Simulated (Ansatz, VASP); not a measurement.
**Two plane-wave programs on Si**

Contents of INCAR:

```
SYSTEM = Si
PREC = Accurate ; ENCUT = 520
EDIFF = 1E-7 ; ISMEAR = 0
SIGMA = 0.15 ; LREAL = .FALSE.
LASPH = .TRUE. ; NELM = 100
ALGO = Normal ; ISIF = 2
LWAVE = .FALSE. ; LCHARG = .TRUE.
LELF = .TRUE. ; LVHAR = .TRUE.
NBANDS = 11
```

Contents of KPOINTS:

```
Automatic mesh
0
G
  20 20 20
  0 0 0
```

The input POSCAR:

```
Si
1.0
   -2.1816625201      2.1816625201      1.3824360055
    2.1816625201     -2.1816625201      1.3824360055
    2.1816625201      2.1816625201     -1.3824360055
Si
2
Direct
    0.2500000000      0.7500000000      0.5000000000
    0.5000000000      0.5000000000      0.0000000000
```

Input for Ansatz:

```yaml
crystal:
  lattice:
    - [-2.1816625201, 2.1816625201, 1.3824360055]
    - [2.1816625201, -2.1816625201, 1.3824360055]
    - [2.1816625201, 2.1816625201, -1.3824360055]
  atoms:
    - { symbol: Si, position: [0.25, 0.75, 0.5] }
    - { symbol: Si, position: [0.5, 0.5, 0.0] }
basis:
  ecutwfc: 420
kpoints:
  mp_grid: { grid: [20, 20, 20] }
hamiltonian:
  xc: lda
scf:
  occupations: { method: gaussian, width: 0.15 }
output:
  forces: true
  stress: true
  eigenvalues: true
```

Change from the starting cell: strain -0.080 along x and y, +0.040 along z, atoms carried along.

Alike in both runs: task single point; functional LDA; k mesh 20 × 20 × 20; occupations gaussian, width 0.15 eV; no spin polarisation.

```csv
,VASP,Ansatz
version,VASP 6.6.1,Ansatz 0.2.0
potentials or method,"VASP PAW LDA potentials, release 64 (Si), cutoff 520 eV","scalar-relativistic, plane waves, PAW"
valence electrons in the cell,8,8
```

VASP gave:

| Property | Result |
| --- | --- |
| gap on the k mesh at the Fermi level (eV) | none |
| pressure (GPa) | 24.7 |
| traceless stress, the component that is largest in VASP (GPa) | -17.30 |

Q: Which values does Ansatz return?

A: gap on the k mesh at the Fermi level (eV): none; pressure (GPa): 24.6; traceless stress, the component that is largest in VASP (GPa): -17.23.

LDA's correlation is that of Perdew and Zunger in VASP and of Perdew and Wang (1992) in Ansatz. A gap of «none» marks a metal or a gap that the smearing closes.
